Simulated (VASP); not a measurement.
# SiC in VASP: further runs, part 2 of 2

VASP 6.6.1. Earlier steps stand in the parts before.

**4. Single point, PBE**

Input file INCAR:

```
SYSTEM = SiC
PREC     = Accurate       ! precision mode
ENCUT    = 520            ! plane-wave cutoff, eV
EDIFF    = 1E-6           ! SCF threshold, eV
ISMEAR   = 0              ! smearing method
SIGMA    = 0.2            ! smearing width, eV
LREAL    = .FALSE.        ! projectors in reciprocal space
LASPH    = .TRUE.         ! aspherical terms in the spheres
NELM     = 100            ! most SCF steps
ALGO     = Normal         ! electronic algorithm
ISIF     = 2              ! what is computed and relaxed
LWAVE    = .FALSE.        ! write WAVECAR
LCHARG   = .FALSE.        ! write CHGCAR
GGA      = PE             ! functional
NBANDS   = 16             ! bands
```

Input file KPOINTS:

```
Automatic mesh
0
G
  8 8 6
  0 0 0
```

Input file POSCAR:

```
SiC
1.0
   -1.4352532164      1.4352496324      2.0306713004
   -1.4357548918     -1.4352008511      2.0302405601
    2.8692669685      0.0010673239      4.0595812359
Si C
2 2
Direct
    0.2500080244      0.2500018157      0.2499984662
    0.7499970256      0.7500007016      0.7499986157
    0.5000009733      0.5000151337      0.4999998087
   -0.0000060233     -0.0000176511      0.0000031094
```

Potentials or basis: VASP PAW PBE potentials, release 64 (Si, C).

The run is started by

```console
cat potpaw_PBE.64/Si/POTCAR potpaw_PBE.64/C/POTCAR > POTCAR
mpirun -np 1 vasp_std > vasp.out
```

OUTCAR:

```text
SYSTEM = SiC
   PREC = Accurate
   ENCUT = 520
   EDIFF = 1E-6
   ISMEAR = 0
   LREAL = .FALSE.
   LASPH = .TRUE.
   NELM = 100
   ISIF = 2
   GGA = PE

 ion  position               nearest neighbor table
   1  0.250  0.250  0.250-   4 2.03   3 2.03   4 2.03   3 2.03   3 2.03   4 2.03   2 2.87   2 2.87
                             2 2.87   2 2.87   2 2.87   2 2.87
   2  0.750  0.750  0.750-   3 2.03   4 2.03   3 2.03   4 2.03   3 2.03   4 2.03   1 2.87   1 2.87
                             1 2.87   1 2.87   1 2.87   1 2.87
   3  0.500  0.500  0.500-   2 2.03   1 2.03   1 2.03   2 2.03   2 2.03   1 2.03
   4  1.000  1.000  0.000-   1 2.03   2 2.03   1 2.03   2 2.03   2 2.03   1 2.03

  Warning from LATTYP: Got some problem with cell dimensions!
  Tried to take original basis but could not verify dimensions!
  LATTYP: Found a triclinic cell.
 ALAT       =     2.8711529449
 B/A-ratio  =     1.9997211829
 C/A-ratio  =     0.9999727717
 COS(alpha) =     0.0000795799
 COS(beta)  =     0.5002309978
 COS(gamma) =     0.5002838980

  Lattice vectors:

 A1 = (   1.4352532164,  -1.4352496324,  -2.0306713004)
 A2 = (  -2.8697686439,  -2.8715178074,  -4.0600119762)
 A3 = (   1.4357548918,   1.4352008511,  -2.0302405601)

Analysis of symmetry for initial positions (statically):
[... 182 lines left out ...]
 fundamental gap:      0.0718268696
 Fermi energy:        12.2459166761

 k-point     1 :       0.0000    0.0000    0.0000
  band No.  band energies     occupation
      1      -6.0988      2.00000
      2      -0.9538      2.00000
      3       0.8006      2.00000
      4      11.2385      2.00000
      5      11.2420      2.00000
      6      12.2668      0.88269
[... 433 lines left out ...]
      3       4.2835      2.00000
      4       5.1761      2.00000
      5       6.0931      2.00000
      6       7.2076      2.00000
[... 8 lines left out ...]
     15      22.9430      0.00000
     16      24.2716      0.00000

 [... further k-points ...]

------------------------ aborting loop because EDIFF is reached ----------------------------------------

  FORCE on cell =-STRESS in cart. coord.  units (eV):
  Direction    XX          YY          ZZ          XY          YZ          ZX
  --------------------------------------------------------------------------------------
  -------------------------------------------------------------------------------------
  Total        0.0177107      0.0178736      0.0490839     -0.0078752     -0.0173943      0.0140294
  in kB        0.8482860      0.8560842      2.3509564     -0.3771949     -0.8331307      0.6719633
  external PRESSURE =       1.3517755 kB  Pullay stress =       0.0000000 kB

 VOLUME and BASIS-vectors are now :
 -----------------------------------------------------------------------------
  energy-cutoff  :      520.00
  volume of cell :       33.45
      direct lattice vectors                 reciprocal lattice vectors
    -1.435253216  1.435249632  2.030671300    -0.174240971  0.348389360  0.123059988
    -1.435754892 -1.435200851  2.030240560    -0.174117318 -0.348365423  0.123155779
     2.869266968  0.001067324  4.059581236     0.174236242 -0.000048936  0.123182596

 POSITION                                       TOTAL-FORCE (eV/Angst)
 -----------------------------------------------------------------------------------
     -0.00045      0.00029      2.03014         0.000145     -0.000069     -0.000109
     -0.00131      0.00083      6.09036         0.000032      0.000035      0.000081
     -0.00089      0.00054      4.06028         0.000237      0.000122     -0.000083
     -2.87097      0.00007      4.06088        -0.000415     -0.000088      0.000112
 -----------------------------------------------------------------------------------
    total drift:                                0.000001     -0.000001     -0.000001

  FREE ENERGIE OF THE ION-ELECTRON SYSTEM (eV)
  ---------------------------------------------------
  free  energy   TOTEN  =       -27.1549314660 eV

  energy  without entropy=      -27.1431129414  energy(sigma->0) =      -27.14902220
```

OSZICAR:

```text
N       E                     dE             d eps       ncg     rms          rms(c)
DAV:   1     0.215682254741E+02    0.21568E+02   -0.74025E+03  6272   0.929E+02
DAV:   2    -0.280160040188E+02   -0.49584E+02   -0.45218E+02  8776   0.151E+02
DAV:   3    -0.299328420414E+02   -0.19168E+01   -0.19042E+01  8472   0.261E+01
DAV:   4    -0.299423234066E+02   -0.94814E-02   -0.94798E-02  7600   0.223E+00
DAV:   5    -0.299423953082E+02   -0.71902E-04   -0.71897E-04  8424   0.167E-01    0.115E+01
DAV:   6    -0.271700742162E+02    0.27723E+01   -0.47565E+00  8408   0.137E+01    0.492E+00
DAV:   7    -0.271563822562E+02    0.13692E-01   -0.82729E-01  8896   0.524E+00    0.203E+00
DAV:   8    -0.271551305786E+02    0.12517E-02   -0.23599E-02  7936   0.103E+00    0.632E-01
DAV:   9    -0.271548674846E+02    0.26309E-03   -0.48537E-03  8416   0.471E-01    0.152E-01
DAV:  10    -0.271549214948E+02   -0.54010E-04   -0.19311E-04  7936   0.105E-01    0.477E-02
DAV:  11    -0.271549322178E+02   -0.10723E-04   -0.13324E-05  7872   0.325E-02    0.508E-03
DAV:  12    -0.271549314660E+02    0.75178E-06   -0.58924E-07  5584   0.557E-03
   1 F= -.27154931E+02 E0= -.27149022E+02  d E =-.118185E-01
```

stdout:

```text
POSCAR found type information on POSCAR SiC
 POSCAR found :  2 types and       4 ions
 scaLAPACK will be used
 LDA part: xc-table for (Slater+PW92), standard interpolation
 POSCAR, INCAR and KPOINTS ok, starting setup
 FFT: planning ... GRIDC
 FFT: planning ... GRID_SOFT
 FFT: planning ... GRID
 WAVECAR not read
 entering main loop
```

Wall time 35 s (1 thread of Intel Xeon 6975P-C (Granite Rapids), shared host); peak memory 0.21 GiB.

What came out:

| Quantity | Value |
| --- | --- |
| Free energy | -27.1549 eV |
| Pressure | 0.1 GPa |
| Band gap on the k mesh | zero (bands 8 and 9 overlap by 1.07 eV) |

Stress tensor (GPa, compression positive):
```
 0.08 -0.04  0.07
-0.04  0.09 -0.08
 0.07 -0.08  0.24
```

**5. Single point, PBE**

This run uses another cell than the first one: it holds 2 atoms, not 4.

Input file INCAR:

```
SYSTEM = SiC
ALGO     = Normal         ! electronic algorithm
EDIFF    = 1E-6           ! SCF threshold, eV
ENCUT    = 520            ! plane-wave cutoff, eV
GGA      = PE             ! functional
ISIF     = 2              ! what is computed and relaxed
ISMEAR   = 0              ! smearing method
LASPH    = .True.         ! aspherical terms in the spheres
LCHARG   = .True.         ! write CHGCAR
LELF     = .True.         ! ELF
LREAL    = .False.        ! projectors in reciprocal space
LVHAR    = .True.       
LWAVE    = .False.        ! write WAVECAR
NBANDS   = 11             ! bands
NELM     = 100            ! most SCF steps
PREC     = Accurate       ! precision mode
SIGMA    = 0.1            ! smearing width, eV
```

Input file KPOINTS:

```
k-points
0
Gamma
  26 26 26
  0 0 0
```

Input file POSCAR:

```
SiC
1.0
   -1.4344507242      1.4344507242      2.0280771166
    1.4344507242     -1.4344507242      2.0280771166
    1.4344507242      1.4344507242     -2.0280771166
Si C
1 1
Direct
    0.5000000000      0.5000000000      0.0000000000
    0.0000000000      0.0000000000      0.0000000000
```

Potentials or basis: VASP PAW PBE potentials, release 64 (Si, C).

The run is started by

```console
cat potpaw_PBE.64/Si/POTCAR potpaw_PBE.64/C/POTCAR > POTCAR
mpirun -np 1 vasp_std > vasp.out
```

OUTCAR:

```text
SYSTEM = SiC
   EDIFF = 1E-6
   ENCUT = 520
   GGA = PE
   ISIF = 2
   ISMEAR = 0
   LASPH = .True.
   LREAL = .False.
   NELM = 100
   PREC = Accurate

 ion  position               nearest neighbor table
   1  0.500  0.500  0.000-   2 2.03   2 2.03   2 2.03   2 2.03   2 2.03   2 2.03
   2  0.000  0.000  0.000-   1 2.03   1 2.03   1 2.03   1 2.03   1 2.03   1 2.03

  LATTYP: Found a body centered tetragonal cell.
 ALAT       =     2.8689014484
 C/A-ratio  =     1.4138353325

  Lattice vectors:

 A1 = (  -1.4344507242,   1.4344507242,   2.0280771166)
 A2 = (   1.4344507242,  -1.4344507242,   2.0280771166)
 A3 = (   1.4344507242,   1.4344507242,  -2.0280771166)

Analysis of symmetry for initial positions (statically):
=====================================================================
 Subroutine PRICEL returns:
 Original cell was already a primitive cell.

 Routine SETGRP: Setting up the symmetry group for a
 body centered tetragonal supercell.

 Subroutine GETGRP returns: Found 16 space group operations
 (whereof 16 operations were pure point group operations)
 out of a pool of 16 trial point group operations.

The static configuration has the point symmetry D_4h.

Analysis of symmetry for dynamics (positions and initial velocities):
=====================================================================
 Subroutine PRICEL returns:
 Original cell was already a primitive cell.

 Routine SETGRP: Setting up the symmetry group for a
 body centered tetragonal supercell.

 Subroutine GETGRP returns: Found 16 space group operations
 (whereof 16 operations were pure point group operations)
 out of a pool of 16 trial point group operations.

The dynamic configuration has the point symmetry D_4h.

 Subroutine INISYM returns: Found 16 space group operations
 (whereof 16 operations are pure point group operations),
 and found     1 'primitive' translations

----------------------------------------------------------------------------------------
[... 121 lines left out ...]
   IVDW    =     0    specifies the selected vdW correction
   LEPSILON=     F    determine dielectric tensor
   LRPA    =     F    only Hartree local field effects (RPA)
 non-spin polarized calculation
 Gauss-broadening in eV      SIGMA  =   0.10
  energy-cutoff  :      520.00
  volume of cell :       16.69
 maximum number of plane-waves:       465
 NGX is ok and might be reduce to    24

 number of electron       8.0000000 magnetization

 Free energy of the ion-electron system (eV)
  ---------------------------------------------------
  ext. energy  EPLUGINS =         0.00000000
  ---------------------------------------------------
  free energy    TOTEN  =       -13.57580884 eV

  energy without entropy =      -13.57388879  energy(sigma->0) =      -13.57484882

 E-fermi :  12.2506     XC(G=0): -12.6700

 val. band max:       12.2419530645   @ k =  -0.0769   0.1154   0.0385
 cond. band min:      12.2561609621   @ k =   0.1154   0.0769   0.0385
 fundamental gap:      0.0142078976
 Fermi energy:        12.2506200459

 k-point     1 :       0.0000    0.0000    0.0000
  band No.  band energies     occupation
      1      -6.0902      2.00000
      2      12.3059      0.43406
      3      12.3102      0.39943
      4      12.3102      0.39942
      5      19.6711      0.00000
      6      21.2477      0.00000
      7      21.2477      0.00000
      8      21.2515      0.00000
      9      24.9385      0.00000
     10      24.9385      0.00000
     11      24.9529      0.00000
[... 309 lines left out ...]
 k-point    24 :       0.3846    0.0385    0.0000
  band No.  band energies     occupation
      1      -2.3538      2.00000
      2       2.7055      2.00000
      3      10.9784      2.00000
      4      11.4510      2.00000
      5      17.7913      0.00000
      6      17.9174      0.00000
      7      18.4257      0.00000
      8      22.3594      0.00000
      9      26.2314      0.00000
     10      27.9684      0.00000
     11      29.0695      0.00000

 [... further k-points ...]

------------------------ aborting loop because EDIFF is reached ----------------------------------------

  FORCE on cell =-STRESS in cart. coord.  units (eV):
  Direction    XX          YY          ZZ          XY          YZ          ZX
  --------------------------------------------------------------------------------------
  -------------------------------------------------------------------------------------
  Total        0.0176884      0.0176884      0.0235585      0.0000000      0.0000000      0.0000000
  in kB        1.6977917      1.6977917      2.2612227      0.0000000      0.0000000      0.0000000
  external PRESSURE =       1.8856020 kB  Pullay stress =       0.0000000 kB

 VOLUME and BASIS-vectors are now :
 -----------------------------------------------------------------------------
  energy-cutoff  :      520.00
  volume of cell :       16.69
      direct lattice vectors                 reciprocal lattice vectors
    -1.434450724  1.434450724  2.028077117     0.000000000  0.348565476  0.246538949
     1.434450724 -1.434450724  2.028077117     0.348565476  0.000000000  0.246538949
     1.434450724  1.434450724 -2.028077117     0.348565476  0.348565476  0.000000000

 POSITION                                       TOTAL-FORCE (eV/Angst)
 -----------------------------------------------------------------------------------
      0.00000      0.00000      2.02808         0.000000     -0.000000      0.000000
      0.00000      0.00000      0.00000        -0.000000      0.000000     -0.000000
 -----------------------------------------------------------------------------------
    total drift:                                0.000000     -0.000000      0.000000

  FREE ENERGIE OF THE ION-ELECTRON SYSTEM (eV)
  ---------------------------------------------------
  free  energy   TOTEN  =       -13.5758088421 eV

  energy  without entropy=      -13.5738887917  energy(sigma->0) =      -13.57484882
```

stdout:

```text
POSCAR found type information on POSCAR SiC
 POSCAR found :  2 types and       2 ions
 scaLAPACK will be used
 LDA part: xc-table for (Slater+PW92), standard interpolation
 POSCAR, INCAR and KPOINTS ok, starting setup
 FFT: planning ... GRIDC
 FFT: planning ... GRID_SOFT
 FFT: planning ... GRID
 WAVECAR not read
 entering main loop
```

It took 78 s on 1 thread of Intel Xeon 6975P-C (Granite Rapids), shared host; peak memory 0.33 GiB.

What came out:

- Free energy: -13.5758 eV
- Pressure: 0.2 GPa
- Band gap on the k mesh: zero (bands 4 and 5 overlap by 1.07 eV)

Levels at points of the mesh, in eV from the Fermi level:
| k point | band 1 | band 2 | band 3 | band 4 | band 5 | band 6 | band 7 | band 8 |
| --- | --- | --- | --- | --- | --- | --- | --- | --- |
| (0.00, 0.00, 0.00) | -18.34 | 0.06 | 0.06 | 0.06 | 7.42 | 9.00 | 9.00 | 9.00 |
| (0.50, 0.00, 0.00) | -13.19 | -11.44 | -0.98 | -0.98 | 5.29 | 5.29 | 5.93 | 9.59 |
| (0.50, 0.50, 0.00) | -11.44 | -9.69 | -4.23 | -4.22 | -0.92 | 2.62 | 14.80 | 14.81 |
| (0.50, 0.50, 0.50) | -11.44 | -9.69 | -4.23 | -4.23 | -0.93 | 2.61 | 14.80 | 14.80 |

**6. Single point, PBE**

This run uses another cell than the first one: it holds 2 atoms, not 4.

Input file INCAR:

```
SYSTEM = SiC
PREC = Accurate
ENCUT = 520
EDIFF = 1E-7
ISMEAR = -4
SIGMA = 0.1
LREAL = .False.
LASPH = .True.
NELM = 60
ALGO = Normal
ISIF = 2
LWAVE = .False.
LCHARG = .True.
GGA = PE
LELF = .True.
LVHAR = .True.
NBANDS = 11
```

Input file KPOINTS:

```
Automatic mesh
0
Gamma
  26 26 26
  0 0 0
```

POSCAR is that of step 5.

Potentials or basis: VASP PAW PBE potentials, release 64 (Si, C).

The run is started by

```console
cat potpaw_PBE.64/Si/POTCAR potpaw_PBE.64/C/POTCAR > POTCAR
mpirun -np 1 vasp_std > vasp.out
```

Run time: 81 s. Hardware: 1 thread of Intel Xeon 6975P-C (Granite Rapids), shared host; peak memory 0.38 GiB.

It converged, with:

- Free energy: -13.5723 eV
- Pressure: -0.1 GPa
- Band gap on the k mesh: zero (bands 4 and 5 overlap by 1.07 eV)

Stress tensor (GPa, compression positive):
```
-0.04  0.00  0.00
 0.00 -0.04  0.00
 0.00  0.00 -0.14
```

Levels at points of the mesh, in eV from the Fermi level:
| k point | band 1 | band 2 | band 3 | band 4 | band 5 | band 6 | band 7 | band 8 |
| --- | --- | --- | --- | --- | --- | --- | --- | --- |
| (0.00, 0.00, 0.00) | -18.33 | 0.07 | 0.07 | 0.07 | 7.44 | 9.01 | 9.01 | 9.01 |
| (0.50, 0.00, 0.00) | -13.17 | -11.43 | -0.96 | -0.96 | 5.30 | 5.30 | 5.94 | 9.60 |
| (0.50, 0.50, 0.00) | -11.43 | -9.68 | -4.21 | -4.21 | -0.91 | 2.63 | 14.81 | 14.82 |
| (0.50, 0.50, 0.50) | -11.42 | -9.68 | -4.21 | -4.21 | -0.91 | 2.63 | 14.81 | 14.81 |

Caveat: tetrahedron occupations give inexact forces and stress in metals.

**7. The runs side by side**

| cell | k mesh | smearing | gap on the mesh (eV) | pressure (GPa) |
| --- | --- | --- | --- | --- |
| a = 2.869, b = 2.869, c = 4.968 Å, angles 73.2, 73.2, 60.0°, 4 atoms, atomic positions A | 8 × 8 × 6 | gaussian 0.2 eV | none | 0.6 |
| a = 5.753, b = 4.019, c = 2.879 Å, 8 atoms, atomic positions B | 4 × 6 × 6 | gaussian 0.1 eV | none | 0.3 |
| a = 2.871, b = 2.871, c = 4.971 Å, angles 73.2, 73.2, 60.0°, 4 atoms, atomic positions A | 8 × 8 × 6 | gaussian 0.2 eV | none | 0.1 |
| a = 2.869 Å, angles 120.0, 120.0, 90.0°, 2 atoms, atomic positions C | 26 × 26 × 26 | gaussian 0.1 eV | none | 0.2 |
| a = 2.869 Å, angles 120.0, 120.0, 90.0°, 2 atoms, atomic positions C | 26 × 26 × 26 | tetrahedron | none | -0.1 |

Alike in all rows: task single point; level PBE; potentials or basis VASP PAW PBE potentials, release 64 (Si, C); no spin polarisation; cutoff (eV) 520.

Caveats: some runs use coarse meshes; tetrahedron occupations give inexact forces and stress in metals (at least some runs).

Absolute energies hang on the potentials; compare differences alone.

The gap in the log of VASP goes by the Fermi energy; the results here count the filled bands.